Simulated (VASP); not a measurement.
Set up this calculation in VASP 6.6.1, as the native input.

| Item | Value |
| --- | --- |
| Task | relaxation of cell and atoms |
| Functional | PBE |
| Potentials or basis | VASP PAW PBE potentials, release 64 (Cd, I) |
| Cutoff | 600 eV |
| k mesh | 6 × 6 × 6 |
| Occupations | gaussian, width 0.1 eV |
| Spin | no spin polarisation |
| Dipole correction | no |
| Further INCAR settings | ALGO = Normal; EDIFF = 1e-06; IBRION = 2; EDIFFG = -0.01; NSW = 100; ISIF = 3 |

The structure of CdI4 lies in POSCAR:

```
CdI4
1.0
    6.2333745479      0.0000000000      0.0000000000
    0.0000000000      6.2333745479      0.0000000000
    0.0000000000      0.0000000000      6.2333745479
Cd I
1 4
Direct
    0.5000000000      0.5000000000      0.5000000000
    0.5000000000      0.0000000000      0.0000000000
    0.0000000000      0.5000000000      0.0000000000
    0.0000000000      0.0000000000      0.5000000000
    0.0000000000      0.0000000000      0.0000000000
```

The input as run:

INCAR

```
ALGO = Normal
EDIFF = 1E-6
EDIFFG = -0.01
ENCUT = 600
GGA = PE
IBRION = 2
ISIF = 3
ISMEAR = 0
LASPH = T
LCHARG = F
LREAL = F
LWAVE = F
NELM = 100
NSW = 100
PREC = Accurate
SIGMA = 0.1
```

KPOINTS

```
k-points
0
Gamma
  6 6 6
```

Potentials or basis: VASP PAW PBE potentials, release 64 (Cd, I).

Command:

```console
$ cat potpaw_PBE.64/Cd/POTCAR potpaw_PBE.64/I/POTCAR > POTCAR
$ mpirun -np 1 vasp_std > vasp.out
```

Results of the run:

```json
{
 "Relaxed volume": "48.27 Å³/atom",
 "Relaxed cell": "a = 6.226 Å, b = 6.226 Å, c = 6.226 Å, α = 90.00°, β = 90.00°, γ = 90.00°",
 "Space group after relaxing (to 0.05 Å)": "Pm-3m (No. 221)",
 "Energy gained by relaxing": "0.1 meV/atom",
 "Ionic steps": "2",
 "Pressure after relaxing": "0.0 GPa",
 "Band gap on the k mesh": "zero (band 20 reaches 2.97 eV, above the bottom of band 21 at 0.42 eV)"
}
```

Caveat: spin-orbit coupling is left out, which moves the levels of the heavy elements.

Wall time 2.7 min on 1 thread of Intel(R) Xeon(R) Platinum 8488C (Sapphire Rapids), on a shared host, peak memory 0.44 GiB.
